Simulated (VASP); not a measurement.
# BeS (F-43m) in VASP: notebook

The runs below take BeS through electric field gradients, with PBE.

Everything below comes from runs of VASP 6.6.1. Logs are shortened: lines on timing, memory, paths and dates and some standing lists are left out, and cuts for length are marked.

### Step 1. The cell of the first run

It takes space group F-43m (No. 216, cubic). Conventional cell: a = 4.882 Å, b = 4.882 Å, c = 4.882 Å, α = 90.00°, β = 90.00°, γ = 90.00°. Be (site symmetry -43m) has 4 S at 2.11 Å within 2.8 Å. Within 2.8 Å of S (site symmetry -43m) lie 4 Be at 2.11 Å.

### Step 2. Electric field gradients, PBE (volume scaled by 1.02)

INCAR

```
PREC = Accurate ; ENCUT = 520
EDIFF = 1E-8 ; ISMEAR = -1
SIGMA = 0.02 ; LREAL = F
LASPH = T ; NELM = 80
ALGO = Normal ; ISIF = 2
LWAVE = F ; LCHARG = F
GGA = PE ; LEFG = T
NBANDS = 11
```

KPOINTS

```
Automatic mesh
0
Gamma
  9 9 9
```

POSCAR

```
BeS
1.0
    0.0000000000      2.4410600707      2.4410600707
    2.4410600707      0.0000000000      2.4410600707
    2.4410600707      2.4410600707      0.0000000000
Be S
1 1
Direct
    0.0000000000      0.0000000000      0.0000000000
    0.7500000000      0.7500000000      0.7500000000
```

Potentials or basis: VASP PAW PBE potentials, release 64 (Be, S).

Started as:

```sh
$ cat potpaw_PBE.64/Be/POTCAR potpaw_PBE.64/S/POTCAR > POTCAR
$ mpirun -np 1 vasp_std > vasp.out
```

OUTCAR:

```text
PREC = Accurate
   ENCUT = 520
   EDIFF = 1E-8
   ISMEAR = -1
   LREAL = F
   LASPH = T
   NELM = 80
   ISIF = 2
   GGA = PE

 ion  position               nearest neighbor table
   1  0.000  0.000  0.000-   2 2.11   2 2.11   2 2.11   2 2.11
   2  0.750  0.750  0.750-   1 2.11   1 2.11   1 2.11   1 2.11

  LATTYP: Found a face centered cubic cell.
 ALAT       =     4.8821201414

  Lattice vectors:

 A1 = (   0.0000000000,   2.4410600707,   2.4410600707)
 A2 = (   2.4410600707,   0.0000000000,   2.4410600707)
 A3 = (   2.4410600707,   2.4410600707,   0.0000000000)

Analysis of symmetry for initial positions (statically):
=====================================================================
 Subroutine PRICEL returns:
 Original cell was already a primitive cell.

 Routine SETGRP: Setting up the symmetry group for a
 face centered cubic supercell.

 Subroutine GETGRP returns: Found 24 space group operations
 (whereof 24 operations were pure point group operations)
 out of a pool of 48 trial point group operations.

The static configuration has the point symmetry T_d .

Analysis of symmetry for dynamics (positions and initial velocities):
=====================================================================
 Subroutine PRICEL returns:
 Original cell was already a primitive cell.

 Routine SETGRP: Setting up the symmetry group for a
 face centered cubic supercell.

 Subroutine GETGRP returns: Found 24 space group operations
 (whereof 24 operations were pure point group operations)
 out of a pool of 48 trial point group operations.

The dynamic configuration has the point symmetry T_d .

 Subroutine INISYM returns: Found 24 space group operations
 (whereof 24 operations are pure point group operations),
 and found     1 'primitive' translations

----------------------------------------------------------------------------------------

                                     Primitive cell

  volume of cell :      29.0915

  direct lattice vectors                    reciprocal lattice vectors
     0.000000000  2.441060071  2.441060071    -0.204829044  0.204829044  0.204829044
     2.441060071  0.000000000  2.441060071     0.204829044 -0.204829044  0.204829044
     2.441060071  2.441060071  0.000000000     0.204829044  0.204829044 -0.204829044

  length of vectors
     3.452180259  3.452180259  3.452180259     0.354774311  0.354774311  0.354774311

  position of ions in fractional coordinates (direct lattice)
     0.000000000  0.000000000  0.000000000
     0.750000000  0.750000000  0.750000000

  ion indices of the primitive-cell ions
   primitive index   ion index
                 1           1
                 2           2

----------------------------------------------------------------------------------------

 KPOINTS: Automatic mesh

Automatic generation of k-mesh.
 Grid dimensions read from file:
 generate k-points for:    9    9    9

 Generating k-lattice:

  Cartesian coordinates                     Fractional coordinates (reciprocal lattice)
    -0.022758783  0.022758783  0.022758783     0.111111111  0.000000000  0.000000000
     0.022758783 -0.022758783  0.022758783     0.000000000  0.111111111  0.000000000
     0.022758783  0.022758783 -0.022758783     0.000000000  0.000000000  0.111111111

  Length of vectors
     0.039419368  0.039419368  0.039419368

  Shift w.r.t. Gamma in fractional coordinates (k-lattice)
     0.000000000  0.000000000  0.000000000

 Subroutine IBZKPT returns following result:
 ===========================================

 Found     35 irreducible k-points:

 Following reciprocal coordinates:
            Coordinates               Weight
  0.000000  0.000000  0.000000      1.000000
  0.111111  0.000000  0.000000      8.000000
  0.222222  0.000000  0.000000      8.000000
  0.333333  0.000000  0.000000      8.000000
  0.444444  0.000000  0.000000      8.000000
  0.111111  0.111111  0.000000      6.000000
[... 16 lines left out ...]
 -0.333333  0.333333  0.000000     12.000000
  0.444444  0.444444  0.000000      6.000000
 [... further k-points ...]
   k-points           NKPTS =     35   k-points in BZ     NKDIM =     35   number of bands    NBANDS=     11
   number of dos      NEDOS =    301   number of ions     NIONS =      2
   total plane-waves  NPLWV =  21952
   dimension x,y,z NGX =    28 NGY =   28 NGZ =   28
   dimension x,y,z NGXF=    56 NGYF=   56 NGZF=   56
   ions per type =               1   1
   NGX,Y,Z   is equivalent  to a cutoff of  13.48, 13.48, 13.48 a.u.
   NGXF,Y,Z  is equivalent  to a cutoff of  26.97, 26.97, 26.97 a.u.
 SYSTEM =  unknown system
   PREC   = accura    normal or accurate (medium, high low for compatibility)
   ISTART =      0    job   : 0-new  1-cont  2-samecut
   ICHARG =      2    charge: 1-file 2-atom 10-const
   ISPIN  =      1    spin polarized calculation?
   LNONCOLLINEAR =      F non collinear calculations
   LSORBIT =      F    spin-orbit coupling
   LASPH  =      T    aspherical Exc in radial PAW
   ENCUT  =  520.0 eV  38.22 Ry    6.18 a.u.   6.42  6.42  6.42*2*pi/ulx,y,z
   NELM   =     80;   NELMIN=  2; NELMDL= -5     # of ELM steps
   EDIFF  = 0.1E-07   stopping-criterion for ELM
   LREAL  =      F    real-space projection
   EDIFFG = 0.1E-06   stopping-criterion for IOM
   NSW    =      0    number of steps for IOM
   IBRION =     -1    ionic relax: 0-MD 1-quasi-New 2-CG
   NFREE  =      0    steps in history (QN), initial steepest desc. (CG)
   ISIF   =      2    stress and relaxation
   ISYM   =      2    0-nonsym 1-usesym 2-fastsym
   POTIM  = 0.5000    time-step for ionic-motion
   TEBEG  =    0.0;   TEEND  =   0.0 temperature during run
   PSTRESS=    0.0 pullay stress
   NELECT =       8.0000    total number of electrons
   NUPDOWN=      -1.0000    fix difference up-down
   EMIN   =  10.00;   EMAX   =-10.00  energy-range for DOS
   EFERMI =   0.00;   METHOD = LEGACY
   ISMEAR =    -1;   SIGMA  =   0.02  broadening in eV -4-tet -1-fermi 0-gaus
   EFERMI_NEDOS =   21; number of points for ismear=-14 and -15
   IALGO  =     38    algorithm
   IMIX   =      4    mixing-type and parameters
     AMIX     =   0.40;   BMIX     =  1.00
     AMIX_MAG =   1.60;   BMIX_MAG =  1.00
  volume/ion in A,a.u.               =      14.55        98.16
  Fermi-wavevector in a.u.,A,eV,Ry     =   1.064592  2.011786 15.420234  1.133355
  Thomas-Fermi vector in A             =   2.200115
   LORBIT       =      0    0 simple, 1 ext, 2 COOP (PROOUT), +10 PAW based schemes
   GGA     = PE    functional components
   LHFCALC =     F    Hartree Fock is set to
   AEXX    =    0.0000 exact exchange contribution
   IVDW    =     0    specifies the selected vdW correction
   LEPSILON=     F    determine dielectric tensor
   LRPA    =     F    only Hartree local field effects (RPA)
 non-spin polarized calculation
  energy-cutoff  :      520.00
  volume of cell :       29.09
 maximum number of plane-waves:       797
 NGX is ok and might be reduce to    28
   NGX = 13   NGY = 13   NGZ = 13

 number of electron       7.9999999 magnetization

 Free energy of the ion-electron system (eV)
  ---------------------------------------------------
  ext. energy  EPLUGINS =         0.00000000
  ---------------------------------------------------
  free energy    TOTEN  =       -10.01339264 eV

  energy without entropy =      -10.01339264  energy(sigma->0) =      -10.01339264

 E-fermi :   4.4319     XC(G=0):  -9.6490

 val. band max:        3.9719886774   @ k =   0.0000   0.0000   0.0000
 cond. band min:       7.2182193821   @ k =   0.4444   0.4444   0.0000
 fundamental gap:      3.2462307047
 Fermi energy:         4.4318908736

 k-point     1 :       0.0000    0.0000    0.0000
  band No.  band energies     occupation
      1      -9.5892      2.00000
      2       3.9720      2.00000
      3       3.9720      2.00000
      4       3.9720      2.00000
      5       9.6491      0.00000
      6       9.6491      0.00000
      7       9.6491      0.00000
      8       9.6912      0.00000
      9      16.7467      0.00000
     10      16.7467      0.00000
     11      18.6907      0.00000

 k-point     2 :       0.1111    0.0000    0.0000
  band No.  band energies     occupation
      1      -9.4523      2.00000
      2       3.0040      2.00000
      3       3.8159      2.00000
      4       3.8159      2.00000
      5       9.5369      0.00000
      6       9.9317      0.00000
      7       9.9317      0.00000
      8      10.7834      0.00000
      9      16.1639      0.00000
     10      16.1639      0.00000
     11      18.6136      0.00000
[... 295 lines left out ...]
 k-point    24 :       0.4444    0.4444    0.0000
  band No.  band energies     occupation
      1      -7.6007      2.00000
      2      -0.8041      2.00000
      3       1.4513      2.00000
      4       1.4513      2.00000
      5       7.2182      0.00000
      6       8.9764      0.00000
      7      16.1818      0.00000
      8      16.1818      0.00000
      9      18.8443      0.00000
     10      20.0609      0.00000
     11      21.2384      0.00000

 [... further k-points ...]
[... 5 lines left out ...]
  --------------------------------------------------------------------------------------
  -------------------------------------------------------------------------------------
  Total       -0.0601508     -0.0601508     -0.0601508     -0.0000000      0.0000000      0.0000000
  in kB       -3.3127342     -3.3127342     -3.3127342     -0.0000000      0.0000000      0.0000000
  external PRESSURE =      -3.3127342 kB  Pullay stress =       0.0000000 kB

 VOLUME and BASIS-vectors are now :
 -----------------------------------------------------------------------------
  energy-cutoff  :      520.00
  volume of cell :       29.09
      direct lattice vectors                 reciprocal lattice vectors
     0.000000000  2.441060071  2.441060071    -0.204829044  0.204829044  0.204829044
     2.441060071  0.000000000  2.441060071     0.204829044 -0.204829044  0.204829044
     2.441060071  2.441060071  0.000000000     0.204829044  0.204829044 -0.204829044

 POSITION                                       TOTAL-FORCE (eV/Angst)
 -----------------------------------------------------------------------------------
      0.00000      0.00000      0.00000        -0.000000     -0.000000     -0.000000
      3.66159      3.66159      3.66159         0.000000      0.000000      0.000000
 -----------------------------------------------------------------------------------
    total drift:                                0.000000      0.000000      0.000000

  FREE ENERGIE OF THE ION-ELECTRON SYSTEM (eV)
  ---------------------------------------------------
  free  energy   TOTEN  =       -10.0133926431 eV

  energy  without entropy=      -10.0133926431  energy(sigma->0) =      -10.01339264

 Electric field gradients (V/A^2)
---------------------------------------------------------------------
 ion       V_xx      V_yy      V_zz      V_xy      V_xz      V_yz
---------------------------------------------------------------------
   1      -0.000    -0.000    -0.000     0.000     0.000     0.000
   2       0.000    -0.000     0.000     0.000     0.000     0.000
---------------------------------------------------------------------

 Electric field gradients after diagonalization (V/A^2)
 (convention: |V_zz| > |V_xx| > |V_yy|)
----------------------------------------------------------------------
 ion       V_xx      V_yy      V_zz     asymmetry (V_yy - V_xx)/ V_zz
----------------------------------------------------------------------
   1      -0.000    -0.000     0.000       0.000
   2      -0.000    -0.000     0.001       0.000
----------------------------------------------------------------------

           NMR quadrupolar parameters

 Cq : quadrupolar parameter    Cq=e*Q*V_zz/h
 eta: asymmetry parameters     (V_yy - V_xx)/ V_zz
 Q  : nuclear electric quadrupole moment in mb (millibarn)
----------------------------------------------------------------------
 ion       Cq(MHz)       eta       Q (mb)
----------------------------------------------------------------------
   1       0.000       0.000       1.000
   2       0.000       0.000       1.000
----------------------------------------------------------------------
```

It took 24 s on 1 thread of Intel Xeon Platinum 8259CL at 2.50GHz (Skylake/Cascade Lake), shared host; peak memory 0.15 GiB.

What came out:

- Free energy: -10.0134 eV
- Pressure: -0.3 GPa
- Band gap on the k mesh: 3.25 eV, indirect (least direct gap 5.68 eV)

Caveat: without QUAD_EFG the Cq values of the log hold for a quadrupole moment of 1 mb, not for the nuclei.

### Step 3. Electric field gradients, PBE (volume scaled by 1.04)

INCAR

```
SYSTEM = BeS
PREC = Accurate
ENCUT = 520
EDIFF = 1E-8
ISMEAR = -1
SIGMA = 0.02
LREAL = .False.
LASPH = .True.
NELM = 60
ALGO = Normal
ISIF = 2
LWAVE = .False.
LCHARG = .False.
GGA = PE
LEFG = .True.
NBANDS = 11
```

KPOINTS

```
regular mesh
0
Gamma
  9 9 9
  0 0 0
```

POSCAR

```
BeS
1.0
    0.0000000000      2.4569115543      2.4569115543
    2.4569115543      0.0000000000      2.4569115543
    2.4569115543      2.4569115543      0.0000000000
Be S
1 1
Direct
    0.0000000000      0.0000000000      0.0000000000
    0.7500000000      0.7500000000      0.7500000000
```

Potentials or basis: VASP PAW PBE potentials, release 64 (Be, S).

Started as:

```sh
$ cat potpaw_PBE.64/Be/POTCAR potpaw_PBE.64/S/POTCAR > POTCAR
$ mpirun -np 1 vasp_std > vasp.out
```

OUTCAR:

```text
SYSTEM = BeS
   PREC = Accurate
   ENCUT = 520
   EDIFF = 1E-8
   ISMEAR = -1
   LREAL = .False.
   LASPH = .True.
   NELM = 60
   ISIF = 2
   GGA = PE

 ion  position               nearest neighbor table
   1  0.000  0.000  0.000-   2 2.13   2 2.13   2 2.13   2 2.13
   2  0.750  0.750  0.750-   1 2.13   1 2.13   1 2.13   1 2.13

  LATTYP: Found a face centered cubic cell.
 ALAT       =     4.9138231086

  Lattice vectors:

 A1 = (   0.0000000000,   2.4569115543,   2.4569115543)
 A2 = (   2.4569115543,   0.0000000000,   2.4569115543)
 A3 = (   2.4569115543,   2.4569115543,   0.0000000000)

Analysis of symmetry for initial positions (statically):
=====================================================================
 Subroutine PRICEL returns:
 Original cell was already a primitive cell.

 Routine SETGRP: Setting up the symmetry group for a
 face centered cubic supercell.

 Subroutine GETGRP returns: Found 24 space group operations
 (whereof 24 operations were pure point group operations)
 out of a pool of 48 trial point group operations.

The static configuration has the point symmetry T_d .

Analysis of symmetry for dynamics (positions and initial velocities):
=====================================================================
 Subroutine PRICEL returns:
 Original cell was already a primitive cell.

 Routine SETGRP: Setting up the symmetry group for a
 face centered cubic supercell.

 Subroutine GETGRP returns: Found 24 space group operations
 (whereof 24 operations were pure point group operations)
 out of a pool of 48 trial point group operations.

The dynamic configuration has the point symmetry T_d .

[... 162 lines left out ...]
      8       9.4595      0.00000
      9      16.5129      0.00000
     10      16.5129      0.00000
     11      18.3456      0.00000
[... 309 lines left out ...]
 k-point    24 :       0.4444    0.4444    0.0000
  band No.  band energies     occupation
      1      -7.7354      2.00000
      2      -0.9078      2.00000
      3       1.3201      2.00000
      4       1.3201      2.00000
      5       7.0621      0.00000
      6       8.7943      0.00000
      7      15.8438      0.00000
      8      15.8438      0.00000
      9      18.4032      0.00000
     10      19.7842      0.00000
     11      20.8945      0.00000

 [... further k-points ...]
[... 5 lines left out ...]
  --------------------------------------------------------------------------------------
  -------------------------------------------------------------------------------------
  Total       -0.3786179     -0.3786179     -0.3786179      0.0000000      0.0000000     -0.0000000
  in kB      -20.4509335    -20.4509335    -20.4509335      0.0000000      0.0000000     -0.0000000
  external PRESSURE =     -20.4509335 kB  Pullay stress =       0.0000000 kB

 VOLUME and BASIS-vectors are now :
 -----------------------------------------------------------------------------
  energy-cutoff  :      520.00
  volume of cell :       29.66
      direct lattice vectors                 reciprocal lattice vectors
     0.000000000  2.456911554  2.456911554    -0.203507529  0.203507529  0.203507529
     2.456911554  0.000000000  2.456911554     0.203507529 -0.203507529  0.203507529
     2.456911554  2.456911554  0.000000000     0.203507529  0.203507529 -0.203507529

 POSITION                                       TOTAL-FORCE (eV/Angst)
 -----------------------------------------------------------------------------------
      0.00000      0.00000      0.00000         0.000000      0.000000      0.000000
      3.68537      3.68537      3.68537        -0.000000     -0.000000     -0.000000
 -----------------------------------------------------------------------------------
    total drift:                                0.000000      0.000000      0.000000

  FREE ENERGIE OF THE ION-ELECTRON SYSTEM (eV)
  ---------------------------------------------------
  free  energy   TOTEN  =       -10.0092529510 eV

  energy  without entropy=      -10.0092529510  energy(sigma->0) =      -10.00925295

 Electric field gradients (V/A^2)
---------------------------------------------------------------------
 ion       V_xx      V_yy      V_zz      V_xy      V_xz      V_yz
---------------------------------------------------------------------
   1      -0.000    -0.000     0.000     0.000     0.000     0.000
   2      -0.000    -0.000    -0.000     0.000     0.000     0.000
---------------------------------------------------------------------

 Electric field gradients after diagonalization (V/A^2)
 (convention: |V_zz| > |V_xx| > |V_yy|)
----------------------------------------------------------------------
 ion       V_xx      V_yy      V_zz     asymmetry (V_yy - V_xx)/ V_zz
----------------------------------------------------------------------
   1      -0.000    -0.000     0.000       0.000
   2      -0.000    -0.000     0.001       0.000
----------------------------------------------------------------------

           NMR quadrupolar parameters

 Cq : quadrupolar parameter    Cq=e*Q*V_zz/h
 eta: asymmetry parameters     (V_yy - V_xx)/ V_zz
 Q  : nuclear electric quadrupole moment in mb (millibarn)
----------------------------------------------------------------------
 ion       Cq(MHz)       eta       Q (mb)
----------------------------------------------------------------------
   1       0.000       0.000       1.000
   2       0.000       0.000       1.000
----------------------------------------------------------------------
```

stdout:

```text
POSCAR found type information on POSCAR BeS
 POSCAR found :  2 types and       2 ions
 scaLAPACK will be used
 LDA part: xc-table for (Slater+PW92), standard interpolation
 POSCAR, INCAR and KPOINTS ok, starting setup
 FFT: planning ... GRIDC
 FFT: planning ... GRID_SOFT
 FFT: planning ... GRID
 WAVECAR not read
 entering main loop
ion   1

ion   2
```

Wall time 28 s (1 thread of Intel Xeon Platinum 8259CL at 2.50GHz (Skylake/Cascade Lake), shared host); peak memory 0.15 GiB.

Results:

```yaml
Free_energy: -10.0093 eV
Pressure: -2.0 GPa
Band_gap_on_the_k_mesh: 3.29 eV, indirect (least direct gap 5.56 eV)
```

Levels at points of the mesh, in eV from the valence-band top:
```csv
k point,band 1,band 2,band 3,band 4,band 5,band 6,band 7,band 8,band 9
"(0.00, 0.00, 0.00)",-13.44,0.00,0.00,0.00,5.56,5.68,5.68,5.68,12.74
```

Caveat: without QUAD_EFG the Cq values of the log hold for a quadrupole moment of 1 mb, not for the nuclei. A k mesh can miss the band edges.
